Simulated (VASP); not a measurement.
# Fe (Im-3m) in VASP: notebook, part 2 of 2

VASP 6.6.1.

### Step 4. Single point, PBE, collinear spin, ferromagnetic start

The input, INCAR:

```
PREC = Accurate
ENCUT = 690
EDIFF = 1E-6
ISMEAR = 0
SIGMA = 0.018000000000000002
LREAL = F
LASPH = T
NELM = 200
ALGO = Normal
ISIF = 2
LWAVE = F
LCHARG = F
ISPIN = 2
MAGMOM = 3
LORBIT = 11
LMAXMIX = 4
GGA = PE
NBANDS = 18
GGA_COMPAT = F
```

The input, KPOINTS:

```
regular mesh
0
Gamma
  13 13 13
```

The input, POSCAR:

```
Fe
1.0
   -1.4430000000      1.4430000000      1.4430000000
    1.4430000000     -1.4430000000      1.4430000000
    1.4430000000      1.4430000000     -1.4430000000
Fe
1
Direct
    0.0000000000      0.0000000000      0.0000000000
```

Potentials or basis: VASP PAW PBE potentials, release 64 (Fe_sv).

The run is started by

```bash
cat potpaw_PBE.64/Fe_sv/POTCAR > POTCAR
mpirun -np 1 vasp_std > vasp.out
```

OUTCAR:

```text
PREC = Accurate
   ENCUT = 690
   EDIFF = 1E-6
   ISMEAR = 0
   LREAL = F
   LASPH = T
   NELM = 200
   ISIF = 2
   ISPIN = 2
   LORBIT = 11
   GGA = PE

 ion  position               nearest neighbor table
   1  0.000  0.000  0.000-

  LATTYP: Found a body centered cubic cell.
 ALAT       =     2.8860000000

  Lattice vectors:

 A1 = (  -1.4430000000,   1.4430000000,   1.4430000000)
 A2 = (   1.4430000000,  -1.4430000000,   1.4430000000)
 A3 = (   1.4430000000,   1.4430000000,  -1.4430000000)

Analysis of symmetry for initial positions (statically):
=====================================================================
 Subroutine PRICEL returns:
 Original cell was already a primitive cell.

 Routine SETGRP: Setting up the symmetry group for a
 body centered cubic supercell.

 Subroutine GETGRP returns: Found 48 space group operations
 (whereof 48 operations were pure point group operations)
 out of a pool of 48 trial point group operations.

The static configuration has the point symmetry O_h .

Analysis of symmetry for dynamics (positions and initial velocities):
=====================================================================
 Subroutine PRICEL returns:
 Original cell was already a primitive cell.

[... 181 lines left out ...]
      3     -42.6742      1.00000
      4     -42.6742      1.00000
      5       3.0463      1.00000
      6       9.0097      1.00000
[... 493 lines left out ...]
     17      44.6078      0.00000
     18      47.9115      0.00000

 [... further k-points ...]

 spin component 2

 k-point     1 :       0.0000    0.0000    0.0000
  band No.  band energies     occupation
      1     -74.1122      1.00000
      2     -39.9932      1.00000
      3     -39.9932      1.00000
      4     -39.9932      1.00000
      5       3.1814      1.00000
      6      10.9905      1.00000
[... 493 lines left out ...]
     17      44.9000      0.00000
     18      48.3994      0.00000

 [... further k-points ...]
[... 5 lines left out ...]
  --------------------------------------------------------------------------------------
  -------------------------------------------------------------------------------------
  Total       -0.8224439     -0.8224439     -0.8224439      0.0000000      0.0000000      0.0000000
  in kB     -109.6371809   -109.6371809   -109.6371809      0.0000000      0.0000000      0.0000000
  external PRESSURE =    -109.6371809 kB  Pullay stress =       0.0000000 kB

 VOLUME and BASIS-vectors are now :
 -----------------------------------------------------------------------------
  energy-cutoff  :      690.00
  volume of cell :       12.02
      direct lattice vectors                 reciprocal lattice vectors
    -1.443000000  1.443000000  1.443000000     0.000000000  0.346500347  0.346500347
     1.443000000 -1.443000000  1.443000000     0.346500347  0.000000000  0.346500347
     1.443000000  1.443000000 -1.443000000     0.346500347  0.346500347  0.000000000

 POSITION                                       TOTAL-FORCE (eV/Angst)
 -----------------------------------------------------------------------------------
      0.00000      0.00000      0.00000         0.000000      0.000000     -0.000000
 -----------------------------------------------------------------------------------
    total drift:                               -0.000000      0.000000      0.000000

  FREE ENERGIE OF THE ION-ELECTRON SYSTEM (eV)
  ---------------------------------------------------
  free  energy   TOTEN  =        -8.3305812770 eV

  energy  without entropy=       -8.3303720605  energy(sigma->0) =       -8.33047667

 total charge

# of ion       s       p       d       tot
------------------------------------------
    1        2.178   6.028   5.509  13.715

 magnetization (x)

# of ion       s       p       d       tot
------------------------------------------
    1       -0.001  -0.008   2.280   2.271
```

Run time: 25 s. Hardware: 1 thread of Intel Xeon Platinum 8488C (Sapphire Rapids), shared host; peak memory 0.17 GiB.

What came out:

* Free energy: -8.3306 eV
* Pressure: -11.0 GPa
* Net moment: 2.25 μB per cell
* Site moments: Fe +2.27 μB
* Valence electrons inside the program's atomic spheres: Fe 13.71

Levels at points of the mesh, in eV from the Fermi level:
Spin up:
```tsv
k point	band 6	band 7	band 8	band 9	band 10	band 11	band 12	band 13
(0.00, 0.00, 0.00)	-2.17	-2.17	-2.17	-1.06	-1.06	24.00	24.00	24.00
```
Spin down:
```csv
k point,band 4,band 5,band 6,band 7,band 8,band 9,band 10,band 11
"(0.00, 0.00, 0.00)",-51.17,-8.00,-0.19,-0.19,-0.19,1.77,1.77,23.72
```

Caveat: the cell stands under tension.

### Step 5. Single point, PBEsol+D3(BJ), collinear spin, ferromagnetic start

This run uses another cell than the first one, of 12.26 Å³/atom.

The input, INCAR:

```
  ALGO = Normal
  EDIFF = 1E-6
  ENCUT = 690
  GGA = PS
  GGA_COMPAT = F
  ISIF = 2
  ISMEAR = 1
  ISPIN = 2
  IVDW = 12
  LASPH = T
  LCHARG = T
  LELF = T
  LMAXMIX = 4
  LORBIT = 11
  LREAL = F
  LVHAR = T
  LWAVE = F
  MAGMOM = 3
  NBANDS = 18
  NELM = 200
  PREC = Accurate
  SIGMA = 0.1
```

The input, KPOINTS:

```
k-points
0
Gamma
  13 13 13
```

The input, POSCAR:

```
Fe
1.0
   -1.4525565699      1.4525565699      1.4525565699
    1.4525565699     -1.4525565699      1.4525565699
    1.4525565699      1.4525565699     -1.4525565699
Fe
1
Direct
    0.0000000000      0.0000000000      0.0000000000
```

Potentials or basis: VASP PAW PBE potentials, release 64 (Fe_sv).

The run is started by

```bash
cat potpaw_PBE.64/Fe_sv/POTCAR > POTCAR
mpirun -np 1 vasp_std > vasp.out
```

OUTCAR:

```text
EDIFF = 1E-6
   ENCUT = 690
   GGA = PS
   ISIF = 2
   ISMEAR = 1
   ISPIN = 2
   IVDW = 12
   LASPH = T
   LORBIT = 11
   LREAL = F
   NELM = 200
   PREC = Accurate
 IVDW          = 12

 ion  position               nearest neighbor table
   1  0.000  0.000  0.000-

  LATTYP: Found a body centered cubic cell.
 ALAT       =     2.9051131398

  Lattice vectors:

 A1 = (  -1.4525565699,   1.4525565699,   1.4525565699)
 A2 = (   1.4525565699,  -1.4525565699,   1.4525565699)
 A3 = (   1.4525565699,   1.4525565699,  -1.4525565699)

Analysis of symmetry for initial positions (statically):
=====================================================================
 Subroutine PRICEL returns:
 Original cell was already a primitive cell.

 Routine SETGRP: Setting up the symmetry group for a
 body centered cubic supercell.

 Subroutine GETGRP returns: Found 48 space group operations
 (whereof 48 operations were pure point group operations)
 out of a pool of 48 trial point group operations.

The static configuration has the point symmetry O_h .

Analysis of symmetry for dynamics (positions and initial velocities):
[... 188 lines left out ...]
      6       8.5399      1.00000
[... 493 lines left out ...]
     17      43.6776      0.00000
     18      46.9081      0.00000

 [... further k-points ...]

 spin component 2

 k-point     1 :       0.0000    0.0000    0.0000
  band No.  band energies     occupation
      1     -74.2326      1.00000
      2     -40.2543      1.00000
      3     -40.2543      1.00000
      4     -40.2543      1.00000
      5       2.8476      1.00000
      6      10.6328      0.96291
[... 493 lines left out ...]
     17      44.0594      0.00000
     18      47.4601      0.00000

 [... further k-points ...]

------------------------ aborting loop because EDIFF is reached ----------------------------------------

 Edisp (eV)   -0.30744

 E8    (eV) :    -0.2061

  FORCE on cell =-STRESS in cart. coord.  units (eV):
  Direction    XX          YY          ZZ          XY          YZ          ZX
  --------------------------------------------------------------------------------------
  -------------------------------------------------------------------------------------
  Total      -1.89840    -1.89840    -1.89840     0.00000    -0.00000     0.00000
  in kB    -248.10739  -248.10739  -248.10739     0.00000    -0.00000     0.00000
  external pressure =     -248.11 kB  Pullay stress =        0.00 kB

 VOLUME and BASIS-vectors are now :
 -----------------------------------------------------------------------------
  energy-cutoff  :      690.00
  volume of cell :       12.26
      direct lattice vectors                 reciprocal lattice vectors
    -1.452556570  1.452556570  1.452556570     0.000000000  0.344220673  0.344220673
     1.452556570 -1.452556570  1.452556570     0.344220673  0.000000000  0.344220673
     1.452556570  1.452556570 -1.452556570     0.344220673  0.344220673  0.000000000

 POSITION                                       TOTAL-FORCE (eV/Angst)
 -----------------------------------------------------------------------------------
      0.00000      0.00000      0.00000         0.000000     -0.000000     -0.000000
 -----------------------------------------------------------------------------------
    total drift:                                0.000000      0.000000     -0.000000

  FREE ENERGIE OF THE ION-ELECTRON SYSTEM (eV)
  ---------------------------------------------------
  free  energy   TOTEN  =        -9.2283077781 eV

  energy  without entropy=       -9.2288022803  energy(sigma->0) =       -9.22847261

 total charge

# of ion       s       p       d       tot
------------------------------------------
    1        2.176   6.024   5.501  13.700

 magnetization (x)

# of ion       s       p       d       tot
------------------------------------------
    1       -0.001  -0.008   2.342   2.333
```

OSZICAR:

```text
N       E                     dE             d eps       ncg     rms          rms(c)
DAV:   1     0.225365967503E+03    0.22537E+03   -0.10125E+04  6218   0.150E+03
DAV:   2    -0.363053229356E+00   -0.22573E+03   -0.20846E+03  6084   0.441E+02
DAV:   3    -0.100261369584E+02   -0.96631E+01   -0.95201E+01  7264   0.111E+02
DAV:   4    -0.101706103489E+02   -0.14447E+00   -0.14444E+00  7140   0.139E+01
DAV:   5    -0.101741809423E+02   -0.35706E-02   -0.35705E-02  7106   0.226E+00    0.129E+01
DAV:   6    -0.915638218782E+01    0.10178E+01   -0.35695E+00  6682   0.534E+01    0.130E+01
DAV:   7    -0.893368729592E+01    0.22269E+00   -0.66850E-01  6856   0.210E+01    0.496E+00
DAV:   8    -0.892690012124E+01    0.67872E-02   -0.11158E-02  6832   0.136E+00    0.128E+00
DAV:   9    -0.892102193120E+01    0.58782E-02   -0.42021E-03  8424   0.109E+00    0.344E-01
DAV:  10    -0.892083834319E+01    0.18359E-03   -0.95723E-04  6894   0.697E-01    0.599E-02
DAV:  11    -0.892086491782E+01   -0.26575E-04   -0.48111E-05  8224   0.114E-01    0.405E-02
DAV:  12    -0.892087045693E+01   -0.55391E-05   -0.69163E-06  6700   0.413E-02    0.201E-02
DAV:  13    -0.892087062351E+01   -0.16658E-06   -0.11324E-06  4674   0.167E-02
   1 F= -.92283078E+01 E0= -.92284726E+01  d E =0.494502E-03  mag=     2.3309
```

Wall time 41 s (1 thread of Intel Xeon Platinum 8259CL at 2.50GHz (Skylake/Cascade Lake), shared host); peak memory 0.18 GiB.

Results:

| Quantity | Value |
| --- | --- |
| Free energy | -9.2283 eV |
| Pressure | -24.8 GPa |
| Net moment | 2.33 μB per cell |
| Site moments | Fe +2.33 μB |
| Valence electrons inside the program's atomic spheres | Fe 13.70 |
| Dispersion energy per atom | -0.307 eV |

Caveat: the cell stands under tension; the PAW data sets were made with another functional, which shifts forces and pressure a little.

### Step 6. The runs side by side

| level | cell | smearing | gap on the mesh (eV) | pressure (GPa) | moment (μB) |
| --- | --- | --- | --- | --- | --- |
| PBE | a = 2.499 Å, angles 109.5°, 1 atom | gaussian 0.013 eV | none | -10.9 | 2.26 |
| BLYP+D4 | a = 2.483 Å, angles 109.5°, 1 atom | fermi-dirac 0.05 eV | none | -9.6 | 2.15 |
| PBE | a = 2.499 Å, angles 109.5°, 1 atom | gaussian 0.018 eV | none | -11.0 | 2.25 |
| PBEsol+D3(BJ) | a = 2.516 Å, angles 109.5°, 1 atom | methfessel-paxton 0.1 eV | none | -24.8 | 2.33 |

Alike in all rows: task single point; potentials or basis VASP PAW PBE potentials, release 64 (Fe_sv); spin collinear, ferromagnetic start; k mesh 13 × 13 × 13; cutoff (eV) 690.

Caveats: the cell stands under tension; the PAW data sets were made with another functional, which shifts forces and pressure a little (at least some runs).

Absolute energies hang on the potentials; compare differences alone.
